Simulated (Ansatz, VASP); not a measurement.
## One calculation of MoS2, two programs

File INCAR:

```
SYSTEM = MoS2
PREC = Accurate
ENCUT = 520
EDIFF = 1E-8
ISMEAR = -1
SIGMA = 0.05
LREAL = .False.
LASPH = .True.
NELM = 80
ALGO = Normal
ISIF = 2
LWAVE = .False.
LCHARG = .False.
LEFG = .True.
NBANDS = 20
```

The input KPOINTS:

```
regular mesh
0
Gamma
  15 15 15
  0 0 0
```

File POSCAR:

```
MoS2
1.0
    1.5867545494      0.9161131662      6.1436734385
   -1.5867545494      0.9161131662      6.1436734385
    0.0000000000     -1.8322263324      6.1436734385
Mo S
1 2
Direct
    0.0000000000      0.0000000000      0.0000000000
    0.7484000000      0.7484000000      0.7484000000
    0.5849000000      0.5849000000      0.5849000000
```

Input for Ansatz:

```yaml
crystal:
  lattice:
    - [1.5867545494, 0.9161131662, 6.1436734385]
    - [-1.5867545494, 0.9161131662, 6.1436734385]
    - [0.0, -1.8322263324, 6.1436734385]
  atoms:
    - { symbol: Mo, position: [0.0, 0.0, 0.0] }
    - { symbol: S, position: [0.7484, 0.7484, 0.7484] }
    - { symbol: S, position: [0.5849, 0.5849, 0.5849] }
kpoints:
  mp_grid: { grid: [15, 15, 15] }
scf:
  occupations: { method: fermi_dirac, width: 0.05 }
hamiltonian:
  xc: lda
  pseudopotentials: { kind: paw }
output:
  forces: true
  stress: true
  eigenvalues: true
  efg: { contact_densities: true }
```

Change from the starting cell: volume scaled by 1.01, PAW files.

Alike in both runs: task electric field gradients; functional LDA; k mesh 15 × 15 × 15; occupations fermi-dirac, width 0.05 eV; no spin polarisation.

|  | VASP | Ansatz |
| --- | --- | --- |
| version | VASP 6.6.1 | Ansatz 0.2.0 |
| potentials or method | VASP PAW LDA potentials, release 64 (Mo_sv, S) | PAW with Ansatz's default frozen-core files, scalar-relativistic |
| plane-wave cutoff (eV) | 520 | 420 |
| valence electrons in the cell | 26 | 26 |

|  | VASP | Ansatz | Ansatz less VASP |
| --- | --- | --- | --- |
| pressure (GPa) | -0.1 | -0.2 | -0.11 |
| traceless stress, the component that is largest in VASP (GPa) | 4.64 | 4.68 | +0.040 |
| rms of the force components (eV/Å) | 0.309 | 0.302 | -0.0068 |
| size of Vzz on the site where it differs most (V/Å²) | 95.3 | 91.2 | -4.10 |

LDA's correlation is that of Perdew and Zunger in VASP and of Perdew and Wang (1992) in Ansatz. Atom by atom the forces differ by 0.007 eV/Å (rms over components).
